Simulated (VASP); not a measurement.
# CO2 in VASP: further runs

Runs on CO2. Level: PBE+D3(BJ). Tasks: single point.

All numbers are computed with VASP 6.6.1; they aren't measurements. Logs are shortened: lines on timing, memory, paths and dates and some standing lists are left out, and cuts for length are marked.

## (1) The cell of the first run

The cell holds a disordered packing, 30 atoms: a = 8.406 Å, b = 8.406 Å, c = 8.406 Å, α = 90.00°, β = 90.00°, γ = 90.00°.

## (2) Single point, PBE+D3(BJ)

INCAR

```
SYSTEM = CO2
PREC = Accurate ; ENCUT = 1000
EDIFF = 1E-6 ; ISMEAR = -1
SIGMA = 0.05 ; LREAL = Auto
LASPH = .TRUE. ; NELM = 120
ALGO = Normal ; ISIF = 2
LWAVE = .FALSE. ; LCHARG = .FALSE.
GGA = PE ; IVDW = 12
NBANDS = 101 ; GGA_COMPAT = .FALSE.
```

KPOINTS

```
regular mesh
0
G
  1 1 1
  0 0 0
```

POSCAR

```
CO2
1.0
    8.4061180000      0.0000000000      0.0000000000
    0.0000000000      8.4061180000      0.0000000000
    0.0000000000      0.0000000000      8.4061180000
C O
10 20
Direct
    0.5511580970      0.6474689030      0.4548710832
    0.7444696827      0.3059438376      0.5935914771
   -0.0535205430      0.6242001361      0.3187797269
    0.3349108352      0.9876497094      1.0055295441
    0.6059158342      0.3139261190      0.1070648782
    0.0872459797      0.8906846180      0.6048451854
    0.2451785711      0.3386462098      0.6545470811
    0.7644313344      0.9165824225      0.8298598711
    0.9958104324      0.5668490497      0.9159757215
    0.5171114657      1.0087652826      0.4167797787
    0.5257599287      0.6259250703      0.3174830522
    0.5859541824      0.6550348211      0.5882501293
    0.7717355383      0.2572887985      0.7218552012
    0.7182982680      0.3583342513      0.4607001710
    0.0306800357      0.5767941873      0.4193136475
   -0.1479993500      0.6846204157      0.2356735892
    0.2864818219      0.9369604376      1.1226942091
    0.3896209880      1.0436803290      0.8918028512
    0.4911779730      0.2491280755      0.1451085983
    0.7176320865      0.3888834299      0.0655831860
    0.1112760968      0.8481798614      0.7369394529
    0.0595756567      0.9346050103      0.4771405779
    0.1395412246      0.2755968926      0.7166328143
    0.3614510289      0.3756906577      0.5947216063
    0.7643956461      0.9430155513      0.9620493074
    0.7680834364      0.9146790469      0.6895572962
    1.1126063184      0.5210728662      0.9662248377
    0.8763498205      0.6179427888      0.8748152239
    0.6331460015      0.9736004182      0.3514702030
    0.4026591109      1.0378750334      0.4923318945
```

Potentials or basis: VASP PAW PBE potentials, release 64 (C_h, O_h).

Launch:

```sh
$ cat potpaw_PBE.64/C_h/POTCAR potpaw_PBE.64/O_h/POTCAR > POTCAR
$ mpirun -np 1 vasp_gam > vasp.out
```

OUTCAR:

```text
SYSTEM = CO2
   PREC = Accurate
   ENCUT = 1000
   EDIFF = 1E-6
   ISMEAR = -1
   LREAL = Auto
   LASPH = .TRUE.
   NELM = 120
   ISIF = 2
   GGA = PE
   IVDW = 12
 IVDW          = 12

 ion  position               nearest neighbor table
   1  0.551  0.647  0.455-  12 1.16  11 1.19
   2  0.744  0.306  0.594-  13 1.18  14 1.22
   3  0.946  0.624  0.319-  15 1.17  16 1.17
   4  0.335  0.988  0.006-  17 1.15  18 1.16
   5  0.606  0.314  0.107-  19 1.15  20 1.18
   6  0.087  0.891  0.605-  22 1.16  21 1.18
   7  0.245  0.339  0.655-  24 1.14  23 1.16
   8  0.764  0.917  0.830-  25 1.13  26 1.18
   9  0.996  0.567  0.916-  27 1.14  28 1.15
  10  0.517  0.009  0.417-  29 1.16  30 1.18
  11  0.526  0.626  0.317-   1 1.19
  12  0.586  0.655  0.588-   1 1.16
  13  0.772  0.257  0.722-   2 1.18
  14  0.718  0.358  0.461-   2 1.22
  15  0.031  0.577  0.419-   3 1.17
  16  0.852  0.685  0.236-   3 1.17
[... 12 lines left out ...]
  29  0.633  0.974  0.351-  10 1.16
  30  0.403  0.038  0.492-  10 1.18

  LATTYP: Found a simple cubic cell.
 ALAT       =     8.4061180000

  Lattice vectors:

 A1 = (   8.4061180000,   0.0000000000,   0.0000000000)
 A2 = (   0.0000000000,   8.4061180000,   0.0000000000)
 A3 = (   0.0000000000,   0.0000000000,   8.4061180000)

Analysis of symmetry for initial positions (statically):
=====================================================================
 Subroutine PRICEL returns:
 Original cell was already a primitive cell.

 Routine SETGRP: Setting up the symmetry group for a
 simple cubic supercell.

 Subroutine GETGRP returns: Found  1 space group operations
 (whereof  1 operations were pure point group operations)
 out of a pool of 48 trial point group operations.

The static configuration has the point symmetry C_1 .

Analysis of symmetry for dynamics (positions and initial velocities):
=====================================================================
 Subroutine PRICEL returns:
 Original cell was already a primitive cell.

 Routine SETGRP: Setting up the symmetry group for a
 simple cubic supercell.

 Subroutine GETGRP returns: Found  1 space group operations
 (whereof  1 operations were pure point group operations)
 out of a pool of 48 trial point group operations.

The dynamic configuration has the point symmetry C_1 .

 Subroutine INISYM returns: Found  1 space group operations
 (whereof  1 operations are pure point group operations),
 and found     1 'primitive' translations

----------------------------------------------------------------------------------------

                                     Primitive cell

  volume of cell :     594.0000

  direct lattice vectors                    reciprocal lattice vectors
     8.406118000  0.000000000  0.000000000     0.118960976  0.000000000  0.000000000
     0.000000000  8.406118000  0.000000000     0.000000000  0.118960976  0.000000000
     0.000000000  0.000000000  8.406118000     0.000000000  0.000000000  0.118960976

  length of vectors
     8.406118000  8.406118000  8.406118000     0.118960976  0.118960976  0.118960976

  position of ions in fractional coordinates (direct lattice)
     0.551158097  0.647468903  0.454871083
     0.744469683  0.305943838  0.593591477
     0.946479457  0.624200136  0.318779727
     0.334910835  0.987649709  0.005529544
     0.605915834  0.313926119  0.107064878
     0.087245980  0.890684618  0.604845185
[... 22 lines left out ...]
     0.633146002  0.973600418  0.351470203
     0.402659111  0.037875033  0.492331894

  ion indices of the primitive-cell ions
   primitive index   ion index
                 1           1
                 2           2
                 3           3
                 4           4
                 5           5
                 6           6
[... 22 lines left out ...]
                29          29
                30          30

----------------------------------------------------------------------------------------

 KPOINTS: regular mesh

Automatic generation of k-mesh.
 Grid dimensions read from file:
 generate k-points for:    1    1    1

 Generating k-lattice:

  Cartesian coordinates                     Fractional coordinates (reciprocal lattice)
     0.118960976  0.000000000  0.000000000     1.000000000  0.000000000  0.000000000
     0.000000000  0.118960976  0.000000000     0.000000000  1.000000000  0.000000000
     0.000000000  0.000000000  0.118960976     0.000000000  0.000000000  1.000000000

  Length of vectors
     0.118960976  0.118960976  0.118960976

  Shift w.r.t. Gamma in fractional coordinates (k-lattice)
     0.000000000  0.000000000  0.000000000

 Subroutine IBZKPT returns following result:
 ===========================================

 Found      1 irreducible k-points:

 Following reciprocal coordinates:
            Coordinates               Weight
  0.000000  0.000000  0.000000      1.000000
   k-points           NKPTS =      1   k-points in BZ     NKDIM =      1   number of bands    NBANDS=    101
   number of dos      NEDOS =    301   number of ions     NIONS =     30
   total plane-waves  NPLWV = 729000
   dimension x,y,z NGX =    90 NGY =   90 NGZ =   90
   dimension x,y,z NGXF=   180 NGYF=  180 NGZF=  180
   ions per type =              10  20
   NGX,Y,Z   is equivalent  to a cutoff of  17.80, 17.80, 17.80 a.u.
   NGXF,Y,Z  is equivalent  to a cutoff of  35.60, 35.60, 35.60 a.u.
 SYSTEM =  CO2
   PREC   = accura    normal or accurate (medium, high low for compatibility)
   ISTART =      0    job   : 0-new  1-cont  2-samecut
   ICHARG =      2    charge: 1-file 2-atom 10-const
   ISPIN  =      1    spin polarized calculation?
   LNONCOLLINEAR =      F non collinear calculations
   LSORBIT =      F    spin-orbit coupling
   LASPH  =      T    aspherical Exc in radial PAW
   ENCUT  = 1000.0 eV  73.50 Ry    8.57 a.u.  21.67 21.67 21.67*2*pi/ulx,y,z
   NELM   =    120;   NELMIN=  2; NELMDL= -5     # of ELM steps
   EDIFF  = 0.1E-05   stopping-criterion for ELM
   LREAL  =      T    real-space projection
   EDIFFG = 0.1E-04   stopping-criterion for IOM
   NSW    =      0    number of steps for IOM
   IBRION =     -1    ionic relax: 0-MD 1-quasi-New 2-CG
   NFREE  =      0    steps in history (QN), initial steepest desc. (CG)
   ISIF   =      2    stress and relaxation
   ISYM   =      2    0-nonsym 1-usesym 2-fastsym
   POTIM  = 0.5000    time-step for ionic-motion
   TEBEG  =    0.0;   TEEND  =   0.0 temperature during run
   PSTRESS=    0.0 pullay stress
   NELECT =     160.0000    total number of electrons
   NUPDOWN=      -1.0000    fix difference up-down
   EMIN   =  10.00;   EMAX   =-10.00  energy-range for DOS
   EFERMI =   0.00;   METHOD = LEGACY
   ISMEAR =    -1;   SIGMA  =   0.05  broadening in eV -4-tet -1-fermi 0-gaus
   EFERMI_NEDOS =   21; number of points for ismear=-14 and -15
   IALGO  =     38    algorithm
   IMIX   =      4    mixing-type and parameters
     AMIX     =   0.40;   BMIX     =  1.00
     AMIX_MAG =   1.60;   BMIX_MAG =  1.00
  volume/ion in A,a.u.               =      19.80       133.62
  Fermi-wavevector in a.u.,A,eV,Ry     =   1.057270  1.997951 15.208869  1.117820
  Thomas-Fermi vector in A             =   2.192537
   LORBIT       =      0    0 simple, 1 ext, 2 COOP (PROOUT), +10 PAW based schemes
   GGA     = PE    functional components
   LHFCALC =     F    Hartree Fock is set to
   AEXX    =    0.0000 exact exchange contribution
   IVDW    =    12    specifies the selected vdW correction
   LEPSILON=     F    determine dielectric tensor
   LRPA    =     F    only Hartree local field effects (RPA)
 non-spin polarized calculation
  energy-cutoff  :     1000.00
  volume of cell :      594.00
 maximum number of plane-waves:     21346
 NGX is ok and might be reduce to    90
   NGX = 43   NGY = 43   NGZ = 43

 number of electron     160.0000000 magnetization

 Free energy of the ion-electron system (eV)
  ---------------------------------------------------
  ext. energy  EPLUGINS =         0.00000000
  ---------------------------------------------------
  free energy    TOTEN  =      -231.60808523 eV

  energy without entropy =     -231.60808523  energy(sigma->0) =     -231.60808523

 E-fermi :  -3.2379     XC(G=0):  -6.5085

 val. band max:       -4.4326181192   @ k =   0.0000   0.0000   0.0000
 cond. band min:       1.7261781963   @ k =   0.0000   0.0000   0.0000
 fundamental gap:      6.1587963155
 Fermi energy:        -3.2378788824

 k-point     1 :       0.0000    0.0000    0.0000
  band No.  band energies     occupation
      1     -25.3285      2.00000
      2     -25.2667      2.00000
      3     -25.1138      2.00000
      4     -25.0765      2.00000
      5     -25.0367      2.00000
      6     -24.9932      2.00000
[... 84 lines left out ...]
     91       3.7023      0.00000
     92       3.7166      0.00000
 [bands above 92 left out]

------------------------ aborting loop because EDIFF is reached ----------------------------------------

 Edisp (eV)   -1.54765

 E8    (eV) :    -0.3947

  FORCE on cell =-STRESS in cart. coord.  units (eV):
  Direction    XX          YY          ZZ          XY          YZ          ZX
  --------------------------------------------------------------------------------------
  -------------------------------------------------------------------------------------
  Total      11.51993     3.36365     2.76080     0.99956     0.20706    -2.60189
  in kB      31.07233     9.07265     7.44661     2.69608     0.55849    -7.01799
  external pressure =       15.86 kB  Pullay stress =        0.00 kB

 VOLUME and BASIS-vectors are now :
 -----------------------------------------------------------------------------
  energy-cutoff  :     1000.00
  volume of cell :      594.00
      direct lattice vectors                 reciprocal lattice vectors
     8.406118000  0.000000000  0.000000000     0.118960976  0.000000000  0.000000000
     0.000000000  8.406118000  0.000000000     0.000000000  0.118960976  0.000000000
     0.000000000  0.000000000  8.406118000     0.000000000  0.000000000  0.118960976

 POSITION                                       TOTAL-FORCE (eV/Angst)
 -----------------------------------------------------------------------------------
      4.63310      5.44270      3.82370        -0.043499     -1.192848     -2.491106
      6.25810      2.57180      4.98980        -0.371041      1.155250     -2.559441
      7.95622      5.24710      2.67970        -0.849908      0.937503      0.600437
      2.81530      8.30230      0.04648         0.701332      0.683668     -0.863053
      5.09340      2.63890      0.90000         2.172603      1.967714     -0.923118
      0.73340      7.48720      5.08440         0.111239     -0.355182      1.721797
[... 22 lines left out ...]
      5.32230      8.18420      2.95450         0.851239     -0.046060     -0.762027
      3.38480      0.31838      4.13860         0.465599     -0.019984     -0.520813
 -----------------------------------------------------------------------------------
    total drift:                               -0.001989     -0.004492      0.001269

  FREE ENERGIE OF THE ION-ELECTRON SYSTEM (eV)
  ---------------------------------------------------
  free  energy   TOTEN  =      -233.1557350487 eV

  energy  without entropy=     -233.1557350485  energy(sigma->0) =     -233.15573505
```

Run time: 3.3 min. Hardware: 1 thread of Intel Xeon 6975P-C (Granite Rapids), shared host; peak memory 1.2 GiB.

Results:

```yaml
Free_energy: -233.1557 eV
Pressure: 1.6 GPa
Largest_force: 4.349 eV/Å
Dispersion_energy_per_atom: -0.052 eV
```

Forces in eV/Å, atoms in the order of the input:
```
C   -0.043 -1.193 -2.491
C   -0.371  1.155 -2.559
C   -0.850  0.938  0.600
C    0.701  0.684 -0.863
C    2.173  1.968 -0.923
C    0.111 -0.355  1.722
C   -0.726 -1.751  0.734
C    0.181  0.656 -4.296
C   -1.224  0.664 -0.063
C   -1.278  0.169  1.261
O   -0.182  0.598  1.596
O   -0.122  0.461  0.873
O   -0.322  0.443 -1.053
O    0.767 -1.638  3.612
O    0.387 -0.459 -0.307
O    0.705 -0.510 -0.208
O   -1.017 -1.049  1.872
O    0.307  0.249 -1.134
O   -1.279 -0.931  0.626
O   -0.881 -1.017  0.474
O    0.085  0.228 -1.025
O   -0.045  0.212 -0.757
O   -1.619 -0.012  0.563
O    2.315  1.685 -1.385
O   -0.158  0.144  3.903
O   -0.169 -0.598  0.492
O    3.461 -1.421  1.277
O   -2.223  0.745 -1.258
O    0.851 -0.046 -0.762
O    0.466 -0.020 -0.521
```

Levels at points of the mesh, in eV from the Fermi level:
| k point | band 77 | band 78 | band 79 | band 80 | band 81 | band 82 | band 83 | band 84 |
| --- | --- | --- | --- | --- | --- | --- | --- | --- |
| (0.00, 0.00, 0.00) | -1.40 | -1.37 | -1.34 | -1.19 | 4.96 | 6.12 | 6.19 | 6.21 |

Caveat: the k points lie up to 0.75 Å⁻¹ apart.

## (3) Single point, PBE+D3(BJ)

INCAR

```
SYSTEM = CO2
ALGO = Normal ; EDIFF = 1E-6
ENCUT = 1000 ; GGA = PE
GGA_COMPAT = .False. ; ISIF = 2
ISMEAR = -1 ; IVDW = 12
LASPH = .True. ; LCHARG = .False.
LREAL = Auto ; LWAVE = .False.
NBANDS = 101 ; NELM = 120
PREC = Accurate ; SIGMA = 0.05
```

KPOINTS

```
k-points
0
Gamma
  1 1 1
  0 0 0
```

POSCAR

```
CO2
1.0
    8.4061180000      0.0000000000      0.0000000000
    0.0000000000      8.4061180000      0.0000000000
    0.0000000000      0.0000000000      8.4061180000
C O
10 20
Direct
    0.5576533663      0.6226893317      0.4376217417
    0.7191190987      0.3147826381      0.5713814629
   -0.0362593054      0.6390821542      0.3289270981
    0.3338758747      0.9700553811      0.9941925631
    0.6183234639      0.3028508522      0.0930393792
    0.0816429177      0.8937538112      0.6312545220
    0.2663655209      0.3164361956      0.6384516610
    0.7745073291      0.9214241342      0.8304903643
    1.0130359817      0.5560592892      0.9224234064
    0.4923199984      1.0175921870      0.4233107363
    0.5333139506      0.6158609717      0.3029936054
    0.5956019176      0.6476235523      0.5693353341
    0.7371416866      0.2787374624      0.7071873129
    0.7116959338      0.3359576918      0.4353852753
    0.0630136289      0.5817072756      0.4082978612
   -0.1355560319      0.6872970377      0.2385643409
    0.2834959014      0.9381857357      1.1179595623
    0.3907035328      0.9941330826      0.8712463946
    0.4917370896      0.2490448028      0.1340928119
    0.7298136905      0.3712058289      0.0505108303
    0.1100270065      0.8410303067      0.7579717534
    0.0493569089      0.9435746679      0.5040852389
    0.1604545642      0.2689350780      0.7131948421
    0.3792119026      0.3619982494      0.5632207399
    0.7965270057      0.9537339352      0.9667839543
    0.7562111310      0.9012007683      0.6968139158
    1.1328653726      0.5407252194      0.9905404611
    0.8884719439      0.5776626024      0.8640254634
    0.6110073639      0.9751350148      0.3616294703
    0.3756787616      1.0427643295      0.4873236374
```

Potentials or basis: VASP PAW PBE potentials, release 64 (C_h, O_h).

Launch:

```sh
$ cat potpaw_PBE.64/C_h/POTCAR potpaw_PBE.64/O_h/POTCAR > POTCAR
$ mpirun -np 1 vasp_gam > vasp.out
```

Run time: 4.6 min. Hardware: 1 thread of Intel Xeon Platinum 8488C (Sapphire Rapids), shared host; peak memory 1.2 GiB.

The run converged. Its results:

- Free energy: -233.2685 eV
- Pressure: 0.3 GPa
- Largest force: 4.312 eV/Å
- Dispersion energy per atom: -0.052 eV

Forces in eV/Å, atoms in the order of the input:
```
C    0.862  1.065  1.046
C    0.915 -1.434  2.875
C   -1.535  0.355 -2.106
C    0.336 -0.351  0.139
C   -3.711 -0.650  0.965
C   -0.265  0.038 -0.592
C    2.824  0.931 -1.696
C    0.611  1.356  4.047
C   -0.858  0.447  0.242
C    3.447 -1.797 -1.834
O   -0.869 -0.565 -1.626
O   -0.309 -0.471  0.420
O   -0.516  0.760 -1.795
O   -0.152  0.486 -1.029
O   -0.183  0.274  0.224
O    1.874 -0.657  1.924
O   -0.800 -0.184  1.344
O    0.615  0.554 -1.408
O    2.620  0.622 -0.750
O    0.985 -0.096 -0.048
O   -0.057  0.324 -0.695
O    0.338 -0.355  1.071
O   -0.606 -0.107  0.260
O   -2.366 -0.628  1.516
O   -0.393 -0.654 -1.682
O   -0.397 -0.512 -2.149
O    0.583 -0.259  0.027
O    0.355 -0.068 -0.397
O   -0.552  0.679  0.212
O   -2.795  0.896  1.492
```

Stress tensor (GPa, compression positive):
```
-0.12  0.14 -0.66
 0.14  0.21  0.60
-0.66  0.60  0.70
```

Levels at points of the mesh, in eV from the Fermi level:
```csv
k point,band 77,band 78,band 79,band 80,band 81,band 82,band 83,band 84
"(0.00, 0.00, 0.00)",-1.39,-1.35,-1.27,-1.25,5.02,6.19,6.25,6.32
```

Caveat: the k points lie up to 0.75 Å⁻¹ apart.
